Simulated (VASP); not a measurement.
Input of a VASP 6.6.1 run:

Contents of INCAR:

```
SYSTEM = MnIr
PREC = Accurate
ENCUT = 520
EDIFF = 1E-8
ISMEAR = -1
SIGMA = 0.15
LREAL = .False.
LASPH = .True.
NELM = 80
ALGO = Fast
ISIF = 2
LWAVE = .False.
LCHARG = .False.
GGA = CA
IBRION = 8
NSW = 1
```

The input KPOINTS:

```
Automatic mesh
0
Gamma
  16 16 12
  0 0 0
```

File POSCAR:

```
MnIr
1.0
    2.6003141456      0.0000000000      0.0000000000
    0.0000000000      2.6003141456      0.0000000000
    0.0000000000      0.0000000000      3.5725673488
Mn Ir
1 1
Direct
    0.5000000000      0.5000000000      0.5000000000
    0.0000000000      0.0000000000      0.0000000000
```

Potentials or basis: VASP PAW LDA potentials, release 64 (Mn_pv, Ir).

Command:

```bash
$ cat potpaw_LDA.64/Mn_pv/POTCAR potpaw_LDA.64/Ir/POTCAR > POTCAR
$ mpirun -np 1 vasp_std > vasp.out
```

(1) What does it give for the highest phonon frequency at Γ, LO-TO splitting left out?

## Answers

(1) 179 cm⁻¹.

Caveat: the cell wasn't relaxed at this level first, which shifts response properties.
